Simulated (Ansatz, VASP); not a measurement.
**One calculation of SnO2, two programs**

```
CELL_PARAMETERS angstrom
4.82124 0.00000 0.00000
0.00000 4.82124 0.00000
0.00000 0.00000 3.24226
ATOMIC_POSITIONS crystal
Sn 0.00000 0.00000 0.00000
Sn 0.50000 0.50000 0.50000
O 0.30688 0.30688 0.00000
O 0.19312 0.80688 0.50000
O 0.69312 0.69312 0.00000
O 0.80688 0.19312 0.50000
```

Alike in both runs: functional r2SCAN; k mesh 6 × 6 × 10; occupations fermi-dirac, width 0.02 eV; no spin polarisation.

Ansatz relaxed the structure, and its values are those at the end. VASP's run is a single point on that final structure, the one shown.

```csv
,VASP,Ansatz
version,VASP 6.6.1,Ansatz 0.2.0
potentials or method,"VASP PAW PBE potentials, release 64 (Sn_d, O), cutoff 520 eV",PAW plane waves
valence electrons in the cell,52,52
```

VASP gave:

```
gap on the k mesh at the Fermi level (eV) : 1.36
pressure (GPa)                            : -6.5
rms of the force components (eV/Å)        : 0.015
```

**Question.** What did Ansatz give for the same quantities?

**Answer.** gap on the k mesh at the Fermi level (eV): 1.35; pressure (GPa): -7.5; rms of the force components (eV/Å): 0.000.

VASP's potentials were made for PBE, not for r2SCAN. Ansatz's warnings: stress scf threshold loose.
